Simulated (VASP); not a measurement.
# K (R-3m) in VASP: further runs

K is run at these levels: PBE; tasks: single point.

Everything below comes from runs of VASP 6.6.1. Logs are shortened: lines on timing, memory, paths and dates and some standing lists are left out, and cuts for length are marked.

### 1 The cell of the first run

The structure is trigonal, space group R-3m (No. 166). Conventional cell: a = 4.436 Å, b = 4.436 Å, c = 32.377 Å, α = 90.00°, β = 90.00°, γ = 120.00°. K (site symmetry -3m) has 12 K at 4.42 to 4.44 Å within 5.8 Å. Within 5.8 Å of K (site symmetry 3m) lie 12 K at 4.42 to 4.44 Å.

### 2 Single point, PBE (equal strain along all axes, cell held: -6.0 %, then relaxed in part)

File INCAR:

```
SYSTEM = K
PREC = Accurate
ENCUT = 520
EDIFF = 1E-6
ISMEAR = 0
SIGMA = 0.1
LREAL = .FALSE.
LASPH = .TRUE.
NELM = 80
ALGO = Fast
ISIF = 2
LWAVE = .FALSE.
LCHARG = .TRUE.
GGA = PE
LELF = .TRUE.
LVHAR = .TRUE.
NBANDS = 50
```

File KPOINTS:

```
regular mesh
0
G
  9 9 1
  0 0 0
```

File POSCAR:

```
K
1.0
    4.4362677996      0.0000000000      0.0000000000
   -2.2181338998      3.8419206125      0.0000000000
    0.0000000000      0.0000000000     32.3769943797
K
9
Direct
    0.0000000000      0.0000000000      0.0000000000
    0.0000000000      0.0000000000      0.7777896062
    0.3333333333      0.6666666667      0.8888770605
    0.6666666667      0.3333333333      0.3333333333
    0.6666666667      0.3333333333      0.1111229395
    0.0000000000      0.0000000000      0.2222103938
    0.3333333333      0.6666666667      0.6666666667
    0.3333333333      0.6666666667      0.4444562728
    0.6666666667      0.3333333333      0.5555437272
```

Potentials or basis: VASP PAW PBE potentials, release 64 (K_sv).

Run with:

```sh
> cat potpaw_PBE.64/K_sv/POTCAR > POTCAR
> mpirun -np 1 vasp_std > vasp.out
```

OUTCAR:

```text
SYSTEM = K
   PREC = Accurate
   ENCUT = 520
   EDIFF = 1E-6
   ISMEAR = 0
   LREAL = .FALSE.
   LASPH = .TRUE.
   NELM = 80
   ISIF = 2
   GGA = PE

 ion  position               nearest neighbor table
   1  0.000  0.000  0.000-
   2  0.000  0.000  0.778-
   3  0.333  0.667  0.889-
   4  0.667  0.333  0.333-
   5  0.667  0.333  0.111-
   6  0.000  0.000  0.222-
   7  0.333  0.667  0.667-
   8  0.333  0.667  0.444-
   9  0.667  0.333  0.556-

  LATTYP: Found a hexagonal cell.
 ALAT       =     4.4362677996
 C/A-ratio  =     7.2982506562

  Lattice vectors:

 A1 = (   4.4362677996,   0.0000000000,   0.0000000000)
 A2 = (  -2.2181338998,   3.8419206125,   0.0000000000)
 A3 = (   0.0000000000,   0.0000000000,  32.3769943797)

Analysis of symmetry for initial positions (statically):
=====================================================================
 Subroutine PRICEL returns following result:

  LATTYP: Found a trigonal (rhomboedric) cell.
 ALAT       =    11.0920951874
 COS(alpha) =     0.9200205638

  Lattice vectors:

 A1 = (   2.2181338996,  -1.2806402040, -10.7923314588)
 A2 = (  -2.2181338994,  -1.2806402044, -10.7923314621)
 A3 = (  -0.0000000002,   2.5612804085, -10.7923314588)

   3 primitive cells build up your supercell.

 Routine SETGRP: Setting up the symmetry group for a
 hexagonal supercell.

 Subroutine GETGRP returns: Found 12 space group operations
 (whereof 12 operations were pure point group operations)
 out of a pool of 24 trial point group operations.

The static configuration has the point symmetry D_3d.

Analysis of symmetry for dynamics (positions and initial velocities):
=====================================================================
 Subroutine PRICEL returns following result:

  LATTYP: Found a trigonal (rhomboedric) cell.
 ALAT       =    11.0920951874
 COS(alpha) =     0.9200205638

  Lattice vectors:

 A1 = (   2.2181338996,  -1.2806402040, -10.7923314588)
 A2 = (  -2.2181338994,  -1.2806402044, -10.7923314621)
 A3 = (  -0.0000000002,   2.5612804085, -10.7923314588)

   3 primitive cells build up your supercell.

 Routine SETGRP: Setting up the symmetry group for a
 hexagonal supercell.

 Subroutine GETGRP returns: Found 12 space group operations
 (whereof 12 operations were pure point group operations)
 out of a pool of 24 trial point group operations.

The dynamic configuration has the point symmetry D_3d.

 Subroutine INISYM returns: Found 12 space group operations
 (whereof 12 operations are pure point group operations),
 and found     3 'primitive' translations

----------------------------------------------------------------------------------------

                                     Primitive cell

  volume of cell :     183.9422

  direct lattice vectors                    reciprocal lattice vectors
     2.218133900 -1.280640204-10.792331459     0.225414706 -0.130143241 -0.030886128
    -2.218133899 -1.280640204-10.792331462    -0.225414706 -0.130143241 -0.030886128
    -0.000000000  2.561280408-10.792331459    -0.000000000  0.260286482 -0.030886128

  length of vectors
    11.092095187 11.092095191 11.092095187     0.262112582  0.262112582  0.262112582

  position of ions in fractional coordinates (direct lattice)
     0.000000000  0.000000000  0.000000000
     0.222210394  0.222210394  0.222210394
     0.777789606  0.777789606  0.777789606

  ion indices of the primitive-cell ions
   primitive index   ion index
                 1           1
                 2           2
                 3           6

----------------------------------------------------------------------------------------

 KPOINTS: regular mesh

Automatic generation of k-mesh.
 Grid dimensions read from file:
 generate k-points for:    9    9    1

 Generating k-lattice:

  Cartesian coordinates                     Fractional coordinates (reciprocal lattice)
     0.025046078  0.014460360  0.000000000     0.111111111  0.000000000  0.000000000
     0.000000000  0.028920720  0.000000000     0.000000000  0.111111111  0.000000000
     0.000000000  0.000000000  0.030886128     0.000000000  0.000000000  1.000000000

  Length of vectors
     0.028920720  0.028920720  0.030886128

  Shift w.r.t. Gamma in fractional coordinates (k-lattice)
     0.000000000  0.000000000  0.000000000

 Subroutine IBZKPT returns following result:
 ===========================================

 Found     12 irreducible k-points:

 Following reciprocal coordinates:
            Coordinates               Weight
  0.000000  0.000000  0.000000      1.000000
  0.111111 -0.000000  0.000000      6.000000
  0.222222 -0.000000  0.000000      6.000000
  0.333333 -0.000000  0.000000      6.000000
  0.444444 -0.000000  0.000000      6.000000
  0.111111  0.111111  0.000000      6.000000
  0.222222  0.111111  0.000000     12.000000
  0.333333  0.111111  0.000000     12.000000
  0.444444  0.111111  0.000000      6.000000
  0.222222  0.222222  0.000000      6.000000
  0.333333  0.222222  0.000000     12.000000
  0.333333  0.333333  0.000000      2.000000
   k-points           NKPTS =     12   k-points in BZ     NKDIM =     12   number of bands    NBANDS=     50
   number of dos      NEDOS =    301   number of ions     NIONS =      9
   total plane-waves  NPLWV = 324000
   dimension x,y,z NGX =    36 NGY =   36 NGZ =  250
   dimension x,y,z NGXF=    72 NGYF=   72 NGZF=  500
   ions per type =               9
   NGX,Y,Z   is equivalent  to a cutoff of  13.49, 13.49, 12.84 a.u.
   NGXF,Y,Z  is equivalent  to a cutoff of  26.98, 26.98, 25.67 a.u.
 SYSTEM =  K
   PREC   = accura    normal or accurate (medium, high low for compatibility)
   ISTART =      0    job   : 0-new  1-cont  2-samecut
   ICHARG =      2    charge: 1-file 2-atom 10-const
   ISPIN  =      1    spin polarized calculation?
   LNONCOLLINEAR =      F non collinear calculations
   LSORBIT =      F    spin-orbit coupling
   LASPH  =      T    aspherical Exc in radial PAW
   ENCUT  =  520.0 eV  38.22 Ry    6.18 a.u.   8.25  8.25 60.20*2*pi/ulx,y,z
   NELM   =     80;   NELMIN=  2; NELMDL= -5     # of ELM steps
   EDIFF  = 0.1E-05   stopping-criterion for ELM
   LREAL  =      F    real-space projection
   EDIFFG = 0.1E-04   stopping-criterion for IOM
   NSW    =      0    number of steps for IOM
   IBRION =     -1    ionic relax: 0-MD 1-quasi-New 2-CG
   NFREE  =      0    steps in history (QN), initial steepest desc. (CG)
   ISIF   =      2    stress and relaxation
   ISYM   =      2    0-nonsym 1-usesym 2-fastsym
   POTIM  = 0.5000    time-step for ionic-motion
   TEBEG  =    0.0;   TEEND  =   0.0 temperature during run
   PSTRESS=    0.0 pullay stress
   NELECT =      81.0000    total number of electrons
   NUPDOWN=      -1.0000    fix difference up-down
   EMIN   =  10.00;   EMAX   =-10.00  energy-range for DOS
   EFERMI =   0.00;   METHOD = LEGACY
   ISMEAR =     0;   SIGMA  =   0.10  broadening in eV -4-tet -1-fermi 0-gaus
   EFERMI_NEDOS =   21; number of points for ismear=-14 and -15
   IALGO  =     68    algorithm
   IMIX   =      4    mixing-type and parameters
     AMIX     =   0.40;   BMIX     =  1.00
     AMIX_MAG =   1.60;   BMIX_MAG =  1.00
  volume/ion in A,a.u.               =      61.31       413.77
  Fermi-wavevector in a.u.,A,eV,Ry     =   0.863579  1.631928 10.146809  0.745769
  Thomas-Fermi vector in A             =   1.981550
   LORBIT       =      0    0 simple, 1 ext, 2 COOP (PROOUT), +10 PAW based schemes
   GGA     = PE    functional components
   LHFCALC =     F    Hartree Fock is set to
   AEXX    =    0.0000 exact exchange contribution
   IVDW    =     0    specifies the selected vdW correction
   LEPSILON=     F    determine dielectric tensor
   LRPA    =     F    only Hartree local field effects (RPA)
 non-spin polarized calculation
 RMM-DIIS sequential band-by-band and
 Gauss-broadening in eV      SIGMA  =   0.10
  energy-cutoff  :      520.00
  volume of cell :      551.83
 maximum number of plane-waves:     14894
 NGX is ok and might be reduce to    36
   NGX = 17   NGY = 17   NGZ =121

 number of electron      80.9999993 magnetization

 Free energy of the ion-electron system (eV)
  ---------------------------------------------------
  ext. energy  EPLUGINS =         0.00000000
  ---------------------------------------------------
  free energy    TOTEN  =        -9.15059927 eV

  energy without entropy =       -9.12477264  energy(sigma->0) =       -9.13768595

 E-fermi :   0.3461     XC(G=0):  -6.1097

 val. band max:        0.2722592351   @ k =   0.0000   0.0000   0.0000
 cond. band min:       0.3892174783   @ k =   0.3333   0.2222   0.0000
 fundamental gap:      0.1169582433
 Fermi energy:         0.3461069367

 k-point     1 :       0.0000    0.0000    0.0000
  band No.  band energies     occupation
      1     -31.7188      2.00000
      2     -31.7177      2.00000
      3     -31.7177      2.00000
      4     -31.7150      2.00000
      5     -31.7150      2.00000
      6     -31.7120      2.00000
[... 42 lines left out ...]
     49       2.4482      0.00000
     50       3.4670      0.00000

 k-point     2 :       0.1111   -0.0000    0.0000
  band No.  band energies     occupation
      1     -31.7179      2.00000
      2     -31.7168      2.00000
      3     -31.7168      2.00000
      4     -31.7143      2.00000
      5     -31.7143      2.00000
      6     -31.7114      2.00000
[... 42 lines left out ...]
     49       2.5031      0.00000
     50       3.4637      0.00000

 k-point     3 :       0.2222   -0.0000    0.0000
  band No.  band energies     occupation
      1     -31.7155      2.00000
      2     -31.7146      2.00000
      3     -31.7146      2.00000
      4     -31.7125      2.00000
      5     -31.7124      2.00000
      6     -31.7101      2.00000
[... 466 lines left out ...]
     49       1.8629      0.00000
     50       1.9126      0.00000

 k-point    12 :       0.3333    0.3333    0.0000
  band No.  band energies     occupation
      1     -31.7079      2.00000
      2     -31.7079      2.00000
      3     -31.7079      2.00000
      4     -31.7077      2.00000
      5     -31.7077      2.00000
      6     -31.7077      2.00000
[... 42 lines left out ...]
     49       1.6930      0.00000
     50       1.6992      0.00000

------------------------ aborting loop because EDIFF is reached ----------------------------------------

  FORCE on cell =-STRESS in cart. coord.  units (eV):
  Direction    XX          YY          ZZ          XY          YZ          ZX
  --------------------------------------------------------------------------------------
  -------------------------------------------------------------------------------------
  Total        3.1032477      3.1032477      3.4563516     -0.0000000     -0.0000000      0.0000000
  in kB        9.0099910      9.0099910     10.0351953     -0.0000000     -0.0000000      0.0000000
  external PRESSURE =       9.3517258 kB  Pullay stress =       0.0000000 kB

 VOLUME and BASIS-vectors are now :
 -----------------------------------------------------------------------------
  energy-cutoff  :      520.00
  volume of cell :      551.83
      direct lattice vectors                 reciprocal lattice vectors
     4.436267800  0.000000000  0.000000000     0.225414706  0.130143241  0.000000000
    -2.218133900  3.841920613  0.000000000     0.000000000  0.260286482  0.000000000
     0.000000000  0.000000000 32.376994380     0.000000000  0.000000000  0.030886128

 POSITION                                       TOTAL-FORCE (eV/Angst)
 -----------------------------------------------------------------------------------
      0.00000      0.00000      0.00000         0.000000      0.000000     -0.000000
      0.00000      0.00000     25.18249         0.000000     -0.000000     -0.000769
     -0.00000      2.56128     28.77917        -0.000000      0.000000      0.000769
      2.21813      1.28064     10.79233         0.000000     -0.000000     -0.000000
      2.21813      1.28064      3.59783         0.000000     -0.000000     -0.000769
      0.00000      0.00000      7.19450        -0.000000      0.000000      0.000769
     -0.00000      2.56128     21.58466        -0.000000      0.000000     -0.000000
     -0.00000      2.56128     14.39016         0.000000     -0.000000     -0.000769
      2.21813      1.28064     17.98684        -0.000000      0.000000      0.000769
 -----------------------------------------------------------------------------------
    total drift:                                0.000000      0.000000      0.000000

  FREE ENERGIE OF THE ION-ELECTRON SYSTEM (eV)
  ---------------------------------------------------
  free  energy   TOTEN  =        -9.1505992664 eV

  energy  without entropy=       -9.1247726353  energy(sigma->0) =       -9.13768595
```

Wall time 8 min (1 thread of Intel Xeon 6975P-C (Granite Rapids), shared host); peak memory 0.74 GiB.

Results:

* Free energy: -9.1506 eV
* Pressure: 0.9 GPa
* Band gap on the k mesh: zero (an odd number of electrons rules out a gap without spin polarisation)

Caveat: the cell differs from its parent crystal (equal strain along all axes, cell held: -6.0 %, then relaxed in part).

### 3 Single point, PBE (equal strain along all axes, cell held: -4.0 %, then relaxed in part)

File INCAR:

```
PREC = Accurate
ENCUT = 520
EDIFF = 1E-6
ISMEAR = 0
SIGMA = 0.1
LREAL = False
LASPH = True
NELM = 60
ALGO = Fast
ISIF = 2
LWAVE = False
LCHARG = False
GGA = PE
NBANDS = 50
```

File KPOINTS:

```
regular mesh
0
Gamma
  9 9 1
```

Edit POSCAR of step 2 so:

```diff
@@ -2,5 +2,5 @@
 1.0
-    4.4362677996      0.0000000000      0.0000000000
-   -2.2181338998      3.8419206125      0.0000000000
-    0.0000000000      0.0000000000     32.3769943797
+    4.5306564762      0.0000000000      0.0000000000
+   -2.2653282381      3.9236636042      0.0000000000
+    0.0000000000      0.0000000000     33.0658666006
 K
```

Potentials or basis: VASP PAW PBE potentials, release 64 (K_sv).

Run with:

```sh
> cat potpaw_PBE.64/K_sv/POTCAR > POTCAR
> mpirun -np 1 vasp_std > vasp.out
```

It took 7.5 min on 1 thread of Intel Xeon 6975P-C (Granite Rapids), shared host; peak memory 0.78 GiB.

The run converged. Its results:

```
Free energy            : -9.3186 eV
Pressure               : 0.5 GPa
Band gap on the k mesh : zero (an odd number of electrons rules out a gap without spin polarisation)
```

Stress tensor (GPa, compression positive):
```
0.52 0.00 0.00
0.00 0.52 0.00
0.00 0.00 0.60
```

Levels at points of the mesh, in eV from the Fermi level:
```csv
k point,band 37,band 38,band 39,band 40,band 41,band 42,band 43,band 44,band 45,band 46
"(0.00, 0.00, 0.00)",-2.35,-2.19,-2.19,-1.72,-1.72,-0.99,-0.99,-0.07,-0.07,1.01
```

Caveat: the cell differs from its parent crystal (equal strain along all axes, cell held: -4.0 %, then relaxed in part).

(Part 1 of 2 ends here.)

The gap in the log of VASP goes by the Fermi energy; the results here count the filled bands.